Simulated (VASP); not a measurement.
Write the native input for VASP 6.6.1 that does the following.

```
Task                   : single point
Functional             : PBE
Dispersion             : D3(BJ)
Potentials or basis    : VASP PAW PBE potentials, release 64 (In_d, Sb)
Cutoff                 : 520 eV
k mesh                 : 10 × 10 × 10
Occupations            : gaussian, width 0.15 eV
Spin                   : no spin polarisation
Dipole correction      : no
Further INCAR settings : ALGO = Normal; EDIFF = 1e-06; NBANDS = 22
```

The structure of InSb3 lies in POSCAR:

```
InSb3
1.0
    4.9226455469      0.0000000000      0.0000000000
    0.0000000000      4.9226455469      0.0000000000
    0.0000000000      0.0000000000      4.7333130259
In Sb
1 3
Direct
    0.0000000000      0.0000000000      0.0000000000
    0.5000000000      0.0000000000      0.5000000000
    0.0000000000      0.5000000000      0.5000000000
    0.5000000000      0.5000000000      0.0000000000
```

This cell differs from its parent crystal: strain +0.040 along x and y, +0.000 along z.

The input as run:

INCAR

```
SYSTEM = InSb3
  ALGO = Normal
  EDIFF = 1E-6
  ENCUT = 520
  GGA = PE
  ISIF = 2
  ISMEAR = 0
  IVDW = 12
  LASPH = .True.
  LCHARG = .False.
  LREAL = .False.
  LWAVE = .False.
  NBANDS = 22
  NELM = 60
  PREC = Accurate
  SIGMA = 0.15
```

KPOINTS

```
k-points
0
Gamma
  10 10 10
  0 0 0
```

Potentials or basis: VASP PAW PBE potentials, release 64 (In_d, Sb).

Run with:

```bash
$ cat potpaw_PBE.64/In_d/POTCAR potpaw_PBE.64/Sb/POTCAR > POTCAR
$ mpirun -np 1 vasp_std > vasp.out
```

It gave:

```
Pressure                   : -3.9 GPa
Band gap on the k mesh     : zero (bands 14 and 15 overlap by 4.15 eV)
Dispersion energy per atom : -0.442 eV
```

Caveat: the cell differs from its parent crystal (strain +0.040 along x and y, +0.000 along z); the cell stands under tension; spin-orbit coupling is left out, which moves the levels of the heavy elements.

Run time: 3 min on 1 thread of Intel(R) Xeon(R) Platinum 8488C (Sapphire Rapids) (shared host), peak memory 0.44 GiB.
